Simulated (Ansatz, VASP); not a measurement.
**CoSn2: VASP beside Ansatz**

Contents of INCAR:

```
ALGO = Normal
EDIFF = 1E-6
ENCUT = 520
GGA = PS
ISIF = 2
ISMEAR = 0
LASPH = T
LCHARG = F
LREAL = F
LWAVE = F
NBANDS = 46
NELM = 80
PREC = Accurate
SIGMA = 0.1
```

Contents of KPOINTS:

```
k-points
0
Gamma
  2 2 2
```

Contents of POSCAR:

```
CoSn2
1.0
   -3.1825000000      3.1825000000      2.7285000000
    3.1825000000     -3.1825000000      2.7285000000
    3.1825000000      3.1825000000     -2.7285000000
Co Sn
2 4
Direct
    0.2500000000      0.2500000000      0.0000000000
    0.7500000000      0.7500000000      0.0000000000
    0.6580000000      0.1580000000      0.8160000000
    0.1580000000      0.3420000000      0.5000000000
    0.3420000000      0.8420000000      0.1840000000
    0.8420000000      0.6580000000      0.5000000000
```

Input for Ansatz:

```yaml
crystal:
  lattice:
    - [-3.1825, 3.1825, 2.7285]
    - [3.1825, -3.1825, 2.7285]
    - [3.1825, 3.1825, -2.7285]
  atoms:
    - { symbol: Co, position: [0.25, 0.25, 0.0] }
    - { symbol: Co, position: [0.75, 0.75, 0.0] }
    - { symbol: Sn, position: [0.658, 0.158, 0.816] }
    - { symbol: Sn, position: [0.158, 0.342, 0.5] }
    - { symbol: Sn, position: [0.342, 0.842, 0.184] }
    - { symbol: Sn, position: [0.842, 0.658, 0.5] }
basis:
  ecutwfc: 420
kpoints:
  mp_grid: { grid: [2, 2, 2] }
hamiltonian:
  xc: pbesol
scf:
  occupations: { method: gaussian, width: 0.1 }
output:
  forces: true
  stress: true
  eigenvalues: true
```

Alike in both runs: task single point; functional PBEsol; k mesh 2 × 2 × 2; occupations gaussian, width 0.1 eV; no spin polarisation.

|  | VASP | Ansatz |
| --- | --- | --- |
| version | VASP 6.6.1 | Ansatz 0.2.0 |
| potentials or method | VASP PAW PBE potentials, release 64 (Co, Sn_d), cutoff 520 eV | scalar-relativistic, plane waves, PAW |
| valence electrons in the cell | 74 | 90 |

|  | VASP | Ansatz | Ansatz less VASP |
| --- | --- | --- | --- |
| gap on the k mesh at the Fermi level (eV) | none | none | - |
| pressure (GPa) | -5.0 | -4.9 | +0.06 |
| traceless stress, the component that is largest in VASP (GPa) | -4.26 | -4.27 | -0.013 |
| rms of the force components (eV/Å) | 0.662 | 0.665 | +0.0028 |

VASP's potentials were made for PBE, not for PBEsol. Atom by atom the forces differ by 0.003 eV/Å (rms over components). A gap of «none» marks a metal or a gap that the smearing closes. VASP's potentials hold 74 valence electrons a cell and Ansatz's 90, so a difference there can come from the potentials and not from the codes.

The k mesh is coarse, so the values compare programs but aren't converged.
